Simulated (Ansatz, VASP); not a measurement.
## Two plane-wave programs on Nb

```
CELL_PARAMETERS angstrom
2.70848 0.00000 0.00000
0.00000 2.70848 0.00000
0.00000 0.00000 2.70848
ATOMIC_POSITIONS crystal
Nb 0.00000 0.00000 0.00000
```

Alike in both runs: task single point; functional r2SCAN; k mesh 19 × 19 × 19; occupations fermi-dirac, width 0.05 eV; collinear spin.

```csv
,VASP,Ansatz
version,VASP 6.6.1,Ansatz 0.2.0
potentials or method,"VASP PAW PBE potentials, release 64 (Nb_sv), cutoff 520 eV","plane waves (500 eV) with PAW, scalar-relativistic"
valence electrons in the cell,13,13
```

|  | VASP | Ansatz | Ansatz less VASP |
| --- | --- | --- | --- |
| net moment per atom (μB) | 0.00 | 0.00 | 0.000 |

VASP's potentials were made for PBE, not for r2SCAN. With one functional, cell and mesh, what is left measures potentials, basis and numerics. Ansatz's warnings: seeded moment not kept, stability check not made.
